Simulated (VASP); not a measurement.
# AlB3P4 (P3m1) in VASP: a series of runs

AlB3P4 is run at these levels: PBE; tasks: single point, relaxation of cell and atoms.

All numbers are computed with VASP 6.6.1; they aren't measurements. Logs are shortened: lines on timing, memory, paths and dates and some standing lists are left out, and cuts for length are marked.

### Step 1. The cell of the first run

It takes space group P3m1 (No. 156, trigonal). The conventional cell has a = 3.330 Å, b = 3.330 Å, c = 11.412 Å, α = 90.00°, β = 90.00°, γ = 120.00°. Al (site symmetry 3m) has 4 P at 2.24 to 2.38 Å within 3.0 Å. B (site symmetry 3m) has 4 P at 1.99 to 2.03 Å within 2.6 Å. Within 2.6 Å of B (site symmetry 3m) lie 4 P at 2.00 to 2.03 Å. B (site symmetry 3m) has 4 P at 1.97 to 2.03 Å within 2.6 Å. Within 2.6 Å of P (site symmetry 3m) lie 4 B at 1.99 to 2.03 Å. P (site symmetry 3m) has 3 B at 2.03 Å and 1 Al at 2.38 Å within 2.7 Å. Within 2.6 Å of P (site symmetry 3m) lie 4 B at 2.00 to 2.03 Å. P (site symmetry 3m) has 1 B at 1.97 Å and 3 Al at 2.24 Å within 2.6 Å.

### Step 2. Single point, PBE

INCAR reads:

```
SYSTEM = AlB3P4
  PREC = Accurate
  ENCUT = 520
  EDIFF = 1E-7
  ISMEAR = 0
  SIGMA = 0.1
  LREAL = .FALSE.
  LASPH = .TRUE.
  NELM = 60
  ALGO = Normal
  ISIF = 2
  LWAVE = .FALSE.
  LCHARG = .FALSE.
  GGA = PE
  NBANDS = 26
```

KPOINTS reads:

```
Automatic mesh
0
G
  6 6 2
  0 0 0
```

POSCAR reads:

```
AlB3P4
1.0
    3.3302130893      0.0000000000      0.0000000000
   -1.6651065446      2.8840491353      0.0000000000
    0.0000000000      0.0000000000     11.4119067534
Al B P
1 3 4
Direct
    0.6666666667      0.3333333333      0.7554835334
    0.6666666667      0.3333333333      0.2517574084
    0.3333333333      0.6666666667      0.0201510655
    0.3333333333      0.6666666667      0.4820983929
    0.6666666667      0.3333333333      0.4263884311
    0.6666666667      0.3333333333      0.9641403652
    0.3333333333      0.6666666667      0.1950452868
    0.3333333333      0.6666666667      0.6549355167
```

Potentials or basis: VASP PAW PBE potentials, release 64 (Al, B, P).

Launch:

```
$ cat potpaw_PBE.64/Al/POTCAR potpaw_PBE.64/B/POTCAR potpaw_PBE.64/P/POTCAR > POTCAR
$ mpirun -np 1 vasp_std > vasp.out
```

OUTCAR:

```text
SYSTEM = AlB3P4
   PREC = Accurate
   ENCUT = 520
   EDIFF = 1E-7
   ISMEAR = 0
   LREAL = .FALSE.
   LASPH = .TRUE.
   NELM = 60
   ISIF = 2
   GGA = PE

 ion  position               nearest neighbor table
   1  0.667  0.333  0.755-   8 2.24   8 2.24   8 2.24   6 2.38
   2  0.667  0.333  0.252-   5 1.99   7 2.03   7 2.03   7 2.03
   3  0.333  0.667  0.020-   7 2.00   6 2.03   6 2.03   6 2.03
   4  0.333  0.667  0.482-   8 1.97   5 2.03   5 2.03   5 2.03
   5  0.667  0.333  0.426-   2 1.99   4 2.03   4 2.03   4 2.03
   6  0.667  0.333  0.964-   3 2.03   3 2.03   3 2.03   1 2.38
   7  0.333  0.667  0.195-   3 2.00   2 2.03   2 2.03   2 2.03
   8  0.333  0.667  0.655-   4 1.97   1 2.24   1 2.24   1 2.24

  LATTYP: Found a hexagonal cell.
 ALAT       =     3.3302130893
 C/A-ratio  =     3.4267797427

  Lattice vectors:

 A1 = (   3.3302130893,   0.0000000000,   0.0000000000)
 A2 = (  -1.6651065446,   2.8840491353,   0.0000000000)
 A3 = (   0.0000000000,   0.0000000000,  11.4119067534)

Analysis of symmetry for initial positions (statically):
=====================================================================
 Subroutine PRICEL returns:
 Original cell was already a primitive cell.

 Routine SETGRP: Setting up the symmetry group for a
 hexagonal supercell.

 Subroutine GETGRP returns: Found  6 space group operations
 (whereof  6 operations were pure point group operations)
 out of a pool of 24 trial point group operations.

The static configuration has the point symmetry C_3v.

Analysis of symmetry for dynamics (positions and initial velocities):
=====================================================================
 Subroutine PRICEL returns:
 Original cell was already a primitive cell.

 Routine SETGRP: Setting up the symmetry group for a
 hexagonal supercell.

 Subroutine GETGRP returns: Found  6 space group operations
 (whereof  6 operations were pure point group operations)
 out of a pool of 24 trial point group operations.

The dynamic configuration has the point symmetry C_3v.

 Subroutine INISYM returns: Found  6 space group operations
 (whereof  6 operations are pure point group operations),
 and found     1 'primitive' translations

----------------------------------------------------------------------------------------

                                     Primitive cell

  volume of cell :     109.6056
[... 94 lines left out ...]
   IBRION =     -1    ionic relax: 0-MD 1-quasi-New 2-CG
   NFREE  =      0    steps in history (QN), initial steepest desc. (CG)
   ISIF   =      2    stress and relaxation
   ISYM   =      2    0-nonsym 1-usesym 2-fastsym
   POTIM  = 0.5000    time-step for ionic-motion
   TEBEG  =    0.0;   TEEND  =   0.0 temperature during run
   PSTRESS=    0.0 pullay stress
   NELECT =      32.0000    total number of electrons
   NUPDOWN=      -1.0000    fix difference up-down
   EMIN   =  10.00;   EMAX   =-10.00  energy-range for DOS
   EFERMI =   0.00;   METHOD = LEGACY
   ISMEAR =     0;   SIGMA  =   0.10  broadening in eV -4-tet -1-fermi 0-gaus
   EFERMI_NEDOS =   21; number of points for ismear=-14 and -15
   IALGO  =     38    algorithm
   IMIX   =      4    mixing-type and parameters
     AMIX     =   0.40;   BMIX     =  1.00
     AMIX_MAG =   1.60;   BMIX_MAG =  1.00
  volume/ion in A,a.u.               =      13.70        92.46
  Fermi-wavevector in a.u.,A,eV,Ry     =   1.086043  2.052324 16.047940  1.179490
  Thomas-Fermi vector in A             =   2.222171
   LORBIT       =      0    0 simple, 1 ext, 2 COOP (PROOUT), +10 PAW based schemes
   GGA     = PE    functional components
   LHFCALC =     F    Hartree Fock is set to
   AEXX    =    0.0000 exact exchange contribution
   IVDW    =     0    specifies the selected vdW correction
   LEPSILON=     F    determine dielectric tensor
   LRPA    =     F    only Hartree local field effects (RPA)
 non-spin polarized calculation
 Gauss-broadening in eV      SIGMA  =   0.10
  energy-cutoff  :      520.00
  volume of cell :      109.61
 maximum number of plane-waves:      2983
 NGX is ok and might be reduce to    28
   NGX = 13   NGY = 13   NGZ = 43

 number of electron      31.9999999 magnetization

 Free energy of the ion-electron system (eV)
  ---------------------------------------------------
  ext. energy  EPLUGINS =         0.00000000
  ---------------------------------------------------
  free energy    TOTEN  =       -47.33514288 eV

  energy without entropy =      -47.32777035  energy(sigma->0) =      -47.33145662

 E-fermi :   7.9307     XC(G=0): -10.4064

 val. band max:        7.8565462739   @ k =   0.3333   0.3333   0.0000
 cond. band min:       7.9552996323   @ k =   0.0000   0.0000   0.5000
 fundamental gap:      0.0987533584
 Fermi energy:         7.9307014912

 k-point     1 :       0.0000    0.0000    0.0000
  band No.  band energies     occupation
      1      -7.9743      2.00000
      2      -7.1346      2.00000
      3      -6.2901      2.00000
      4      -4.8431      2.00000
      5      -1.6023      2.00000
      6       1.5177      2.00000
[... 395 lines left out ...]
     25      13.8585      0.00000
     26      14.0587      0.00000

------------------------ aborting loop because EDIFF is reached ----------------------------------------

  FORCE on cell =-STRESS in cart. coord.  units (eV):
  Direction    XX          YY          ZZ          XY          YZ          ZX
  --------------------------------------------------------------------------------------
  -------------------------------------------------------------------------------------
  Total       -0.0549998     -0.0549998     -0.0842891     -0.0000000      0.0000000     -0.0000000
  in kB       -0.8039681     -0.8039681     -1.2321095     -0.0000000      0.0000000     -0.0000000
  external PRESSURE =      -0.9466819 kB  Pullay stress =       0.0000000 kB

 VOLUME and BASIS-vectors are now :
 -----------------------------------------------------------------------------
  energy-cutoff  :      520.00
  volume of cell :      109.61
      direct lattice vectors                 reciprocal lattice vectors
     3.330213089  0.000000000  0.000000000     0.300281085  0.173367365  0.000000000
    -1.665106545  2.884049135  0.000000000     0.000000000  0.346734731  0.000000000
     0.000000000  0.000000000 11.411906753     0.000000000  0.000000000  0.087627775

 POSITION                                       TOTAL-FORCE (eV/Angst)
 -----------------------------------------------------------------------------------
      1.66511      0.96135      8.62151         0.000000     -0.000000     -0.015070
      1.66511      0.96135      2.87303         0.000000      0.000000     -0.006337
     -0.00000      1.92270      0.22996        -0.000000     -0.000000      0.013565
     -0.00000      1.92270      5.50166        -0.000000      0.000000      0.005376
      1.66511      0.96135      4.86591         0.000000     -0.000000     -0.013014
      1.66511      0.96135     11.00268        -0.000000      0.000000     -0.016278
     -0.00000      1.92270      2.22584        -0.000000      0.000000      0.007760
     -0.00000      1.92270      7.47406        -0.000000     -0.000000      0.023998
 -----------------------------------------------------------------------------------
    total drift:                                0.000000     -0.000000     -0.000139

  FREE ENERGIE OF THE ION-ELECTRON SYSTEM (eV)
  ---------------------------------------------------
  free  energy   TOTEN  =       -47.3351428816 eV

  energy  without entropy=      -47.3277703525  energy(sigma->0) =      -47.33145662
```

It took 29 s on 1 thread of Intel Xeon 6975P-C (Granite Rapids), shared host; peak memory 0.25 GiB.

What came out:

```
Free energy            : -47.3351 eV
Pressure               : -0.1 GPa
Largest force          : 0.024 eV/Å
Band gap on the k mesh : zero (bands 16 and 17 overlap by 0.14 eV)
```

Forces in eV/Å, atoms in the order of the input:
```
Al   0.000  0.000 -0.015
B    0.000  0.000 -0.006
B    0.000  0.000  0.014
B    0.000  0.000  0.005
P    0.000  0.000 -0.013
P    0.000  0.000 -0.016
P    0.000  0.000  0.008
P    0.000  0.000  0.024
```

Caveat: the k points lie up to 0.36 Å⁻¹ apart; semilocal functionals underestimate gaps, and a narrow one can read as zero.

### Step 3. Single point, PBE

This run uses another cell than the first one, of 14.86 Å³/atom.

INCAR, as its differences from that of step 2:

```diff
@@ -3,3 +3,3 @@
   ENCUT = 520
-  EDIFF = 1E-7
+  EDIFF = 1E-6
   ISMEAR = 0
```

KPOINTS reads:

```
regular mesh
0
G
  6 6 2
  0 0 0
```

POSCAR reads:

```
AlB3P4
1.0
    3.4587202800      0.0000000000      0.0000000000
   -1.7293601400      2.9953396300      0.0000000000
    0.0000000000      0.0000000000     11.4774610800
Al B P
1 3 4
Direct
    0.6666666700      0.3333333300      0.7502036700
    0.6666666700      0.3333333300      0.2502036700
    0.3333333300      0.6666666700      0.0002036700
    0.3333333300      0.6666666700      0.5002036700
    0.6666666700      0.3333333300      0.4372963300
    0.6666666700      0.3333333300      0.9372963300
    0.3333333300      0.6666666700      0.1872963300
    0.3333333300      0.6666666700      0.6872963300
```

Potentials or basis: VASP PAW PBE potentials, release 64 (Al, B, P).

Launch:

```
$ cat potpaw_PBE.64/Al/POTCAR potpaw_PBE.64/B/POTCAR potpaw_PBE.64/P/POTCAR > POTCAR
$ mpirun -np 1 vasp_std > vasp.out
```

Run time: 26 s. Hardware: 1 thread of Intel Xeon 6975P-C (Granite Rapids), shared host; peak memory 0.25 GiB.

The run converged. Its results:

```yaml
Free_energy: -45.6146 eV
Pressure: -3.5 GPa
Largest_force: 4.527 eV/Å
Band_gap_on_the_k_mesh: 1.25 eV (least direct gap 2.12 eV)
```

Forces on the atoms (eV/Å):
```
Al   0.000  0.000 -0.137
B    0.000  0.000 -0.123
B    0.000  0.000  0.341
B    0.000  0.000 -0.322
P    0.000  0.000  0.045
P    0.000  0.000  4.527
P    0.000  0.000  0.153
P    0.000  0.000 -4.484
```

Stress tensor (GPa, compression positive):
```
-3.27  0.00  0.00
 0.00 -3.27  0.00
 0.00  0.00 -3.89
```

Levels at points of the mesh, in eV from the valence-band top:
```csv
k point,band 14,band 15,band 16,band 17,band 18,band 19
"(0.00, 0.00, 0.00)",-0.34,0.00,0.00,2.12,2.54,2.81
"(0.50, 0.00, 0.00)",-2.58,-2.50,-1.52,1.27,1.60,2.19
"(0.00, 0.00, 0.50)",-0.50,-0.19,-0.19,2.21,2.44,2.91
"(0.50, 0.00, 0.50)",-2.56,-2.10,-1.74,1.25,1.67,1.93
```

Caveat: the cell stands under tension; forces of over 1 eV/Å act on the atoms, so gaps and moduli don't describe the material at rest. A k mesh can miss the band edges.

### Step 4. Relaxation of cell and atoms, PBE

This run uses another cell than the first one, of 14.86 Å³/atom.

INCAR reads:

```
PREC = Accurate
ENCUT = 600
EDIFF = 1E-6
ISMEAR = 0
SIGMA = 0.1
LREAL = F
LASPH = T
NELM = 60
ALGO = Normal
ISIF = 3
LWAVE = F
LCHARG = F
GGA = PE
IBRION = 2
NSW = 90
EDIFFG = -0.04
```

KPOINTS reads:

```
Automatic mesh
0
Gamma
  6 6 2
```

POSCAR is that of step 3.

Potentials or basis: VASP PAW PBE potentials, release 64 (Al, B, P).

Launch:

```
$ cat potpaw_PBE.64/Al/POTCAR potpaw_PBE.64/B/POTCAR potpaw_PBE.64/P/POTCAR > POTCAR
$ mpirun -np 1 vasp_std > vasp.out
```

OUTCAR:

```text
PREC = Accurate
   ENCUT = 600
   EDIFF = 1E-6
   ISMEAR = 0
   LREAL = F
   LASPH = T
   NELM = 60
   ISIF = 3
   GGA = PE
   IBRION = 2
   NSW = 90
   EDIFFG = -0.04

 ion  position               nearest neighbor table
   1  0.667  0.333  0.750-   8 2.12   8 2.12   8 2.12   6 2.15
   2  0.667  0.333  0.250-   7 2.12   7 2.12   7 2.12   5 2.15
   3  0.333  0.667  0.000-   6 2.12   6 2.12   6 2.12   7 2.15
   4  0.333  0.667  0.500-   5 2.12   5 2.12   5 2.12   8 2.15
   5  0.667  0.333  0.437-   4 2.12   4 2.12   4 2.12   2 2.15
   6  0.667  0.333  0.937-   3 2.12   3 2.12   3 2.12   1 2.15
   7  0.333  0.667  0.187-   2 2.12   2 2.12   2 2.12   3 2.15
   8  0.333  0.667  0.687-   1 2.12   1 2.12   1 2.12   4 2.15

  LATTYP: Found a hexagonal cell.
 ALAT       =     3.4587202800
 C/A-ratio  =     3.3184126356

  Lattice vectors:

 A1 = (   3.4587202800,   0.0000000000,   0.0000000000)
[... 302 lines left out ...]
  energy  without entropy=      -46.8070366881  energy(sigma->0) =      -46.80704544

[... ionic steps 4 to 10 ...]

--------------------------------------- Ionic step       11  -------------------------------------------

 number of electron      31.9999999 magnetization

------------------------ aborting loop because EDIFF is reached ----------------------------------------
[... 79 lines left out ...]
--------------------------------------- Ionic step       13  -------------------------------------------

 number of electron      31.9999999 magnetization

 Free energy of the ion-electron system (eV)
  ---------------------------------------------------
  ext. energy  EPLUGINS =         0.00000000
  ---------------------------------------------------
  free energy    TOTEN  =       -47.34079093 eV

  energy without entropy =      -47.33340674  energy(sigma->0) =      -47.33709883

 E-fermi :   7.9345     XC(G=0): -10.4085

 val. band max:        7.8619550377   @ k =   0.3333   0.3333   0.0000
 cond. band min:       7.9572171434   @ k =   0.0000   0.0000   0.5000
 fundamental gap:      0.0952621057
 Fermi energy:         7.9345351608

 k-point     1 :       0.0000    0.0000    0.0000
  band No.  band energies     occupation
      1      -7.9733      2.00000
      2      -7.1296      2.00000
      3      -6.2881      2.00000
      4      -4.8400      2.00000
      5      -1.5992      2.00000
      6       1.5245      2.00000
[... 360 lines left out ...]
  FREE ENERGIE OF THE ION-ELECTRON SYSTEM (eV)
  ---------------------------------------------------
  free  energy   TOTEN  =       -47.3407909280 eV

  energy  without entropy=      -47.3334067377  energy(sigma->0) =      -47.33709883

 reached required accuracy - stopping structural energy minimisation
```

OSZICAR:

```text
N       E                     dE             d eps       ncg     rms          rms(c)
DAV:   1     0.121124980475E+03    0.12112E+03   -0.14951E+04   588   0.148E+03
DAV:   2    -0.366418910314E+02   -0.15777E+03   -0.14956E+03   793   0.218E+02
DAV:   3    -0.467312575246E+02   -0.10089E+02   -0.99345E+01   760   0.534E+01
DAV:   4    -0.469755510673E+02   -0.24429E+00   -0.24328E+00   768   0.902E+00
[... 114 lines left out ...]
       N       E                     dE             d eps       ncg     rms          rms(c)
DAV:   1    -0.473407947406E+02   -0.11018E-03   -0.45574E-03   588   0.451E-01    0.371E-02
DAV:   2    -0.473407932831E+02    0.14575E-05   -0.12097E-04   726   0.686E-02    0.120E-02
DAV:   3    -0.473407915118E+02    0.17713E-05   -0.73151E-06   691   0.168E-02    0.747E-03
DAV:   4    -0.473407909280E+02    0.58378E-06   -0.15593E-06   516   0.734E-03
  13 F= -.47340791E+02 E0= -.47337099E+02  d E =-.106701E-03
```

CONTCAR:

```text
AlB3P4
   1.00000000000000
     3.3299032302792813    0.0000000000000000    0.0000000000000000
    -1.6649516151396406    2.8837807921760823    0.0000000000000000
    -0.0000000000000000   -0.0000000000000000   11.4077154344163496
  Al              B               P
     1     3     4
Direct
     0.6666666699999979    0.3333333300000021    0.7555517114242928
     0.6666666699999979    0.3333333300000021    0.2515764875629148
     0.3333333300000021    0.6666666699999979    0.0201537998544106
     0.3333333300000021    0.6666666699999979    0.4821519340611023
     0.6666666699999979    0.3333333300000021    0.4263273265558694
     0.6666666699999979    0.3333333300000021    0.9641329221589727
     0.3333333300000021    0.6666666699999979    0.1949575519482943
     0.3333333300000021    0.6666666699999979    0.6551482664341431

  0.00000000E+00  0.00000000E+00  0.00000000E+00
  0.00000000E+00  0.00000000E+00  0.00000000E+00
  0.00000000E+00  0.00000000E+00  0.00000000E+00
  0.00000000E+00  0.00000000E+00  0.00000000E+00
  0.00000000E+00  0.00000000E+00  0.00000000E+00
  0.00000000E+00  0.00000000E+00  0.00000000E+00
  0.00000000E+00  0.00000000E+00  0.00000000E+00
  0.00000000E+00  0.00000000E+00  0.00000000E+00
```

Wall time 2.7 min (1 thread of Intel Xeon 6975P-C (Granite Rapids), shared host); peak memory 0.28 GiB.

What came out:

```
Free energy                           : -47.3408 eV
Relaxed volume                        : 13.69 Å³/atom
Relaxed cell                          : a = 3.330 Å, b = 3.330 Å, c = 11.408 Å, α = 90.00°, β = 90.00°, γ = 120.00°
Space group after relaxing (to 0.1 Å) : P3m1 (No. 156)
Energy gained by relaxing             : 215.5 meV/atom
Ionic steps                           : 13
Pressure after relaxing               : 0.0 GPa
Largest force after relaxing          : 0.016 eV/Å
Band gap on the k mesh                : zero (bands 16 and 17 overlap by 0.14 eV)
```

Forces on the atoms (eV/Å):
```
Al   0.000  0.000 -0.007
B    0.000  0.000  0.016
B    0.000  0.000  0.000
B    0.000  0.000  0.003
P    0.000  0.000 -0.001
P    0.000  0.000 -0.010
P    0.000  0.000  0.015
P    0.000  0.000 -0.016
```

The path:
| step | energy change (eV) | largest force (eV/Å) | pressure (GPa) | volume (Å³) |
| --- | --- | --- | --- | --- |
| 1 | 0.0000 | 4.5273 | -3.46 | 118.91 |
| 2 | -1.1780 | 1.7245 | -1.31 | 113.46 |
| 3 | -1.1899 | 1.9204 | -0.80 | 112.86 |
| 4 | -1.5771 | 1.0400 | 0.24 | 110.22 |
| 5 | -1.6376 | 1.2053 | 0.65 | 108.88 |
| 6 | -1.6397 | 1.2350 | 0.82 | 108.56 |
| 7 | -1.7028 | 0.6438 | 0.58 | 109.04 |
| 8 | -1.7139 | 0.2596 | 0.57 | 108.91 |
| 9 | -1.7207 | 0.2651 | -0.34 | 109.78 |
| 10 | -1.7220 | 0.1462 | -0.09 | 109.53 |
| 11 | -1.7235 | 0.0580 | 0.04 | 109.51 |
| 12 | -1.7235 | 0.0444 | 0.02 | 109.52 |
| 13 | -1.7236 | 0.0164 | 0.01 | 109.54 |

Final structure:
```
Al B P
1.0
     3.32990    0.00000    0.00000
    -1.66495    2.88378    0.00000
     0.00000    0.00000   11.40772
Al B P
1 3 4
Direct
  0.66667 0.33333 0.75555
  0.66667 0.33333 0.25158
  0.33333 0.66667 0.02015
  0.33333 0.66667 0.48215
  0.66667 0.33333 0.42633
  0.66667 0.33333 0.96413
  0.33333 0.66667 0.19496
  0.33333 0.66667 0.65515
```

Caveat: semilocal functionals underestimate gaps, and a narrow one can read as zero.

(Continued in part 2 of 2.)

The gap in the log of VASP goes by the Fermi energy; the results here count the filled bands.